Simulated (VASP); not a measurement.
Crystal: Ni.

```
Ni
1.0
     0.00000    1.75970    1.75970
     1.75970    0.00000    1.75970
     1.75970    1.75970    0.00000
Ni
1
Direct
  0.00000 0.00000 0.00000
```

Base run:

* Program: VASP 6.6.1
* Functional: PBE
* Potentials or basis: VASP PAW PBE potentials, release 64 (Ni)
* Cutoff: 520 eV
* k mesh: 14 × 14 × 14
* Occupations: fermi-dirac, width 0.1 eV
* Spin: collinear spin, ferromagnetic start
* Starting moments: [0.7] μB
* Fixed moment: 0.7 μB

Its results: pressure 0.8 GPa; site moments Ni +0.71 μB.

After a change of settings the same cell gave: pressure 10.1 GPa; site moments Ni +1.36 μB. Which change was it?
A. fixed moment from 0.7 μB to 1.17 μB; moments at the start from [0.7] to [1.17]
B. fixed moment from 0.7 μB to 1.41 μB; moments at the start from [0.7] to [1.41]
C. fixed moment from 0.7 μB to none; moments at the start from [0.7] to [0.2]

B.

Caveats: the total moment is fixed, so each spin has its own Fermi level.
